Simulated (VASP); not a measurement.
# SiNi2 (P6_3/mmc) in VASP: notebook, part 2 of 2

VASP 6.6.1.

## (5) Single point, r2SCAN (10.01 Å³/atom)

This run uses another cell than the first one, of 10.01 Å³/atom.

POSCAR reads:

```
SiNi2
1.0
    3.8000576434      0.0000000000      0.0000000000
   -1.9000288217      3.2909464550      0.0000000000
    0.0000000000      0.0000000000      4.8021235142
Si Ni
2 4
Direct
    0.3333333333      0.6666666667      0.7500000000
    0.6666666667      0.3333333333      0.2500000000
    0.0000000000      0.0000000000      0.0000000000
    0.0000000000      0.0000000000      0.5000000000
    0.3333333333      0.6666666667      0.2500000000
    0.6666666667      0.3333333333      0.7500000000
```

INCAR.step1 reads:

```
PREC = Accurate
ENCUT = 520
ISMEAR = 0
SIGMA = 0.1
LREAL = F
LASPH = T
NELM = 80
NBANDS = 33
GGA = PE
ALGO = Normal
EDIFF = 1E-4
LWAVE = T
LCHARG = F
```

INCAR.step2 reads:

```
PREC = Accurate
ENCUT = 520
EDIFF = 1E-6
ISMEAR = 0
SIGMA = 0.1
LREAL = F
LASPH = T
NELM = 80
ALGO = Normal
ISIF = 2
LWAVE = F
LCHARG = T
METAGGA = R2SCAN
LMIXTAU = T
LELF = T
LVHAR = T
NBANDS = 33
ISTART = 1
```

KPOINTS reads:

```
regular mesh
0
Gamma
  12 12 8
```

The run is started by

```console
> cat potpaw_PBE.64/Si/POTCAR potpaw_PBE.64/Ni/POTCAR > POTCAR
> cp INCAR.step1 INCAR
> mpirun -np 1 vasp_std > vasp.out
> cp INCAR.step2 INCAR
> mpirun -np 1 vasp_std > vasp.out
```

It took 5.2 min on 1 thread of Intel Xeon 6975P-C (Granite Rapids), shared host; peak memory 0.28 GiB.

The run converged. Its results:

* Free energy: -68.0708 eV
* Pressure: 16.4 GPa
* Band gap on the k mesh: zero (bands 24 and 25 overlap by 3.89 eV)

Stress tensor (GPa, compression positive):
```
16.48  0.00  0.00
 0.00 16.48  0.00
 0.00  0.00 16.37
```

Levels at points of the mesh, in eV from the Fermi level:
```csv
k point,band 20,band 21,band 22,band 23,band 24,band 25,band 26,band 27,band 28,band 29
"(0.00, 0.00, 0.00)",-1.36,-0.72,-0.72,0.15,2.90,2.90,3.13,3.13,3.39,3.74
"(0.50, 0.00, 0.00)",-1.70,-1.49,-1.39,-1.19,-0.78,-0.64,1.61,2.04,3.41,4.23
"(0.00, 0.00, 0.50)",-1.43,-1.43,-1.43,2.82,2.82,3.62,3.62,3.62,3.62,4.69
"(0.50, 0.00, 0.50)",-1.93,-1.45,-1.45,-1.03,-1.03,1.06,1.06,3.41,3.41,6.40
```

Caveat: the cell stands under pressure; the PAW data sets were made with another functional, which shifts forces and pressure a little. Spin polarisation is off, so any magnetic state and its effect on volume and gap are missing.

## (6) Single point, r2SCAN (10.33 Å³/atom)

This run uses another cell than the first one, of 10.33 Å³/atom.

Edit POSCAR of step 5 so:

```diff
@@ -2,5 +2,5 @@
 1.0
-    3.8000576434      0.0000000000      0.0000000000
-   -1.9000288217      3.2909464550      0.0000000000
-    0.0000000000      0.0000000000      4.8021235142
+    3.8355532778      0.0000000000      0.0000000000
+   -1.9177766389      3.3216865762      0.0000000000
+    0.0000000000      0.0000000000      4.8640892663
 Si Ni
```

INCAR.step1 reads:

```
  PREC = Accurate
  ENCUT = 520
  ISMEAR = 0
  SIGMA = 0.1
  LREAL = F
  LASPH = T
  NELM = 80
  NBANDS = 33
  GGA = PE
  ALGO = Normal
  EDIFF = 1E-4
  LWAVE = T
  LCHARG = F
```

INCAR.step2 reads:

```
  PREC = Accurate
  ENCUT = 520
  EDIFF = 1E-6
  ISMEAR = 0
  SIGMA = 0.1
  LREAL = F
  LASPH = T
  NELM = 80
  ALGO = Normal
  ISIF = 2
  LWAVE = F
  LCHARG = F
  METAGGA = R2SCAN
  LMIXTAU = T
  NBANDS = 33
  ISTART = 1
```

KPOINTS is that of step 5.

Potentials or basis: VASP PAW PBE potentials, release 64 (Si, Ni).

The run is started by

```console
> cat potpaw_PBE.64/Si/POTCAR potpaw_PBE.64/Ni/POTCAR > POTCAR
> cp INCAR.step1 INCAR
> mpirun -np 1 vasp_std > vasp.out
> cp INCAR.step2 INCAR
> mpirun -np 1 vasp_std > vasp.out
```

OUTCAR:

```text
PREC = Accurate
   ENCUT = 520
   EDIFF = 1E-6
   ISMEAR = 0
   LREAL = F
   LASPH = T
   NELM = 80
   ISIF = 2
   METAGGA = R2SCAN
   ISTART = 1

 ion  position               nearest neighbor table
   1  0.333  0.667  0.750-   6 2.21   6 2.21   6 2.21   5 2.43   5 2.43   3 2.53   4 2.53   4 2.53
                             3 2.53   4 2.53   3 2.53
   2  0.667  0.333  0.250-   5 2.21   5 2.21   5 2.21   6 2.43   6 2.43   3 2.53   4 2.53   3 2.53
                             4 2.53   3 2.53   4 2.53
   3  0.000  0.000  0.000-   4 2.43   4 2.43   1 2.53   5 2.53   6 2.53   2 2.53   2 2.53   6 2.53
                             1 2.53   5 2.53   2 2.53   6 2.53   1 2.53   5 2.53
   4  0.000  0.000  0.500-   3 2.43   3 2.43   1 2.53   5 2.53   6 2.53   2 2.53   2 2.53   6 2.53
[... 1080 lines left out ...]
  Total        2.9800651      2.9800651      2.9434705     -0.0000000      0.0000000     -0.0000000
  in kB       77.0456495     77.0456495     76.0995458     -0.0000000      0.0000000     -0.0000000
  external PRESSURE =      76.7302816 kB  Pullay stress =       0.0000000 kB

 VOLUME and BASIS-vectors are now :
 -----------------------------------------------------------------------------
  energy-cutoff  :      520.00
  volume of cell :       61.97
      direct lattice vectors                 reciprocal lattice vectors
     3.835553278  0.000000000  0.000000000     0.260718579  0.150525942  0.000000000
    -1.917776639  3.321686576  0.000000000     0.000000000  0.301051883  0.000000000
     0.000000000  0.000000000  4.864089266     0.000000000  0.000000000  0.205588332

 POSITION                                       TOTAL-FORCE (eV/Angst)
 -----------------------------------------------------------------------------------
     -0.00000      2.21446      3.64807        -0.000000      0.000000      0.000000
      1.91778      1.10723      1.21602         0.000000      0.000000      0.000000
      0.00000      0.00000      0.00000        -0.000000      0.000000     -0.000000
      0.00000      0.00000      2.43204        -0.000000      0.000000     -0.000000
     -0.00000      2.21446      1.21602         0.000000     -0.000000     -0.000000
      1.91778      1.10723      3.64807        -0.000000      0.000000     -0.000000
 -----------------------------------------------------------------------------------
    total drift:                                0.000000     -0.000000      0.000000

  FREE ENERGIE OF THE ION-ELECTRON SYSTEM (eV)
  ---------------------------------------------------
  free  energy   TOTEN  =       -68.2134984757 eV

  energy  without entropy=      -68.1974245416  energy(sigma->0) =      -68.20546151
```

Run time: 6.7 min. Hardware: 1 thread of Intel Xeon 6975P-C (Granite Rapids), shared host; peak memory 0.28 GiB.

Results:

| Item | Value |
| --- | --- |
| Free energy | -68.2135 eV |
| Pressure | 7.7 GPa |
| Band gap on the k mesh | zero (bands 24 and 25 overlap by 3.79 eV) |

Caveat: the cell stands under pressure; the PAW data sets were made with another functional, which shifts forces and pressure a little.

## (7) Overview

```tsv
cell	gap on the mesh (eV)	pressure (GPa)
a = 3.839, b = 3.839, c = 5.124 Å, angles 90.0, 90.0, 120.0°, 6 atoms	none	-3.0
a = 3.812, b = 3.812, c = 5.222 Å, angles 90.0, 90.0, 120.0°, 6 atoms	none	-2.7
a = 3.824, b = 3.824, c = 5.222 Å, angles 90.0, 90.0, 120.0°, 6 atoms	none	-4.0
a = 3.800, b = 3.800, c = 4.802 Å, angles 90.0, 90.0, 120.0°, 6 atoms	none	16.4
a = 3.836, b = 3.836, c = 4.864 Å, angles 90.0, 90.0, 120.0°, 6 atoms	none	7.7
```

Alike in all rows: task single point; level r2SCAN; potentials or basis VASP PAW PBE potentials, release 64 (Si, Ni); no spin polarisation; k mesh 12 × 12 × 8; cutoff (eV) 520; smearing gaussian 0.1 eV.

Caveats: the PAW data sets were made with another functional, which shifts forces and pressure a little; the cell stands under pressure (at least some runs); the cell stands under tension (at least some runs).

Absolute energies hang on the potentials; compare differences alone.
